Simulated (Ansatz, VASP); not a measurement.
Given: the input of a run of Ansatz 0.2.0 on GaP.

File input.yaml:

```yaml
crystal:
  lattice:
    - [0.0, 2.72525, 2.72525]
    - [2.72525, 0.0, 2.72525]
    - [2.72525, 2.72525, 0.0]
  atoms:
    - { symbol: Ga, position: [0.0, 0.0, 0.0] }
    - { symbol: P, position: [0.75, 0.75, 0.75] }
hamiltonian:
  xc: pbe
  pseudopotentials: { kind: paw }
kpoints:
  mp_grid: { grid: [8, 8, 8] }
  band_path:
    path:
      - [[0.0, 0.0, 0.0], [0.5, 0.0, 0.5], [0.5, 0.25, 0.75], [0.375, 0.375, 0.75], [0.0, 0.0, 0.0], [0.5, 0.5, 0.5], [0.625, 0.25, 0.625], [0.5, 0.25, 0.75], [0.5, 0.5, 0.5], [0.375, 0.375, 0.75]]
      - [[0.625, 0.25, 0.625], [0.5, 0.0, 0.5]]
    npoints: 14
scf:
  occupations: { method: fermi_dirac, width: 0.05 }
  n_extra_bands: 6
output:
  forces: true
  stress: true
  eigenvalues: true
  fatbands: false
```

Potentials or basis: Ansatz PAW.

Launch:

```bash
$ ansatz run input.yaml --threads 2 --pin off --max-ram 5632MiB --backend cpu --events-out ev --progress --plain --runs-dir out
```

Set up the same calculation for VASP 6.6.1. Potentials there: VASP PAW PBE potentials, release 64 (Ga_d_GW, P_GW).

As run (the cutoff follows the program's own potentials):

File INCAR:

```
ALGO = Fast
EDIFF = 1E-7
ENCUT = 600
GGA = PE
ISIF = 2
ISMEAR = -1
LASPH = T
LCHARG = F
LREAL = F
LWAVE = F
NELM = 100
PREC = Accurate
SIGMA = 0.05
```

File KPOINTS:

```
k-points
0
Gamma
  8 8 8
```

File POSCAR:

```
GaP
1.0
    0.0000000000      2.7252500000      2.7252500000
    2.7252500000      0.0000000000      2.7252500000
    2.7252500000      2.7252500000      0.0000000000
Ga P
1 1
Direct
    0.0000000000      0.0000000000      0.0000000000
    0.7500000000      0.7500000000      0.7500000000
```

File KPOINTS_OPT:

```
path GXWKGLUWLK,UX
10
line-mode
reciprocal
 0.0000000000  0.0000000000  0.0000000000  G
 0.5000000000  0.0000000000  0.5000000000  X

 0.5000000000  0.0000000000  0.5000000000  X
 0.5000000000  0.2500000000  0.7500000000  W

 0.5000000000  0.2500000000  0.7500000000  W
 0.3750000000  0.3750000000  0.7500000000  K

 0.3750000000  0.3750000000  0.7500000000  K
 0.0000000000  0.0000000000  0.0000000000  G

 0.0000000000  0.0000000000  0.0000000000  G
 0.5000000000  0.5000000000  0.5000000000  L

 0.5000000000  0.5000000000  0.5000000000  L
 0.6250000000  0.2500000000  0.6250000000  U

 0.6250000000  0.2500000000  0.6250000000  U
 0.5000000000  0.2500000000  0.7500000000  W

 0.5000000000  0.2500000000  0.7500000000  W
 0.5000000000  0.5000000000  0.5000000000  L

 0.5000000000  0.5000000000  0.5000000000  L
 0.3750000000  0.3750000000  0.7500000000  K

 0.6250000000  0.2500000000  0.6250000000  U
 0.5000000000  0.0000000000  0.5000000000  X
```

Potentials or basis: VASP PAW PBE potentials, release 64 (Ga_d_GW, P_GW).

Command:

```console
$ cat potpaw_PBE.64/Ga_d_GW/POTCAR potpaw_PBE.64/P_GW/POTCAR > POTCAR
$ mpirun -np 1 vasp_std > vasp.out
```

Both were run:

|  | VASP | Ansatz | Ansatz less VASP |
| --- | --- | --- | --- |
| gap on the k mesh at the Fermi level (eV) | 1.64 | 1.64 | 0.000 |
| least direct gap on the mesh (eV) | 1.82 | 1.83 | +0.006 |
| gap along the band path (eV) | 1.60 | 1.59 | -0.006 |
| pressure (GPa) | 2.2 | 2.5 | +0.26 |

Noted on Ansatz's run: the k mesh misses the band edges, so the gap on the mesh is wider than the one along the path.
